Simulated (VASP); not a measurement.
Write the native input for VASP 6.6.1 that does the following.

```
Task                   : single point
Functional             : PBEsol
Potentials or basis    : VASP PAW PBE potentials, release 64 (Ti_sv, H)
Cutoff                 : 520 eV
k mesh                 : 2 × 2 × 2, shifted
Occupations            : gaussian, width 0.1 eV
Spin                   : no spin polarisation
Dipole correction      : no
Further INCAR settings : LREAL = Auto; ALGO = Normal; EDIFF = 1e-07; NBANDS = 66; ISYM = 0
```

The structure of TiH lies in POSCAR:

```
TiH
1.0
   -4.1793944400      4.1793944400      0.0000000000
    0.0000000000      4.1793944400     -4.1793944400
   -4.1793944400      0.0000000000     -4.1793944400
Ti H
8 8
Direct
    0.0000000000      0.5000000000      0.5000000000
    0.0000000000      0.0000000000      0.5000000000
    0.0000000000      0.5000000000      0.0000000000
    0.0000000000      0.0000000000      0.0000000000
    0.5000000000      0.5000000000      0.5000000000
    0.5000000000      0.0000000000      0.5000000000
    0.5000000000      0.5000000000      0.0000000000
    0.5000000000      0.0000000000      0.0000000000
    0.2500000000      0.7500000000      0.7500000000
    0.2500000000      0.2500000000      0.7500000000
    0.2500000000      0.7500000000      0.2500000000
    0.2500000000      0.2500000000      0.2500000000
    0.7500000000      0.7500000000      0.7500000000
    0.7500000000      0.2500000000      0.7500000000
    0.7500000000      0.7500000000      0.2500000000
    0.7500000000      0.2500000000      0.2500000000
```

The input as run:

INCAR

```
  PREC = Accurate
  ENCUT = 520
  EDIFF = 1E-7
  ISMEAR = 0
  SIGMA = 0.1
  LREAL = Auto
  LASPH = True
  NELM = 100
  ALGO = Normal
  ISIF = 2
  LWAVE = False
  LCHARG = True
  GGA = PS
  LELF = True
  LVHAR = True
  ISYM = 0
  NBANDS = 66
```

KPOINTS

```
Automatic mesh
0
Gamma
  2 2 2
  0.5 0.5 0.5
```

Potentials or basis: VASP PAW PBE potentials, release 64 (Ti_sv, H).

Command:

```bash
$ cat potpaw_PBE.64/Ti_sv/POTCAR potpaw_PBE.64/H/POTCAR > POTCAR
$ mpirun -np 1 vasp_std > vasp.out
```

Results of the run:

```json
{"Pressure": "-3.5 GPa", "Band gap on the k mesh": "zero (band 52 reaches 9.09 eV, above the bottom of band 53 at 8.34 eV)"}
```

Caveat: the k points lie up to 0.65 Å⁻¹ apart; the PAW data sets were made with another functional, which shifts forces and pressure a little.

Wall time 6.8 min on 1 thread of Intel(R) Xeon(R) Platinum 8488C (Sapphire Rapids) (shared host), peak memory 0.35 GiB.
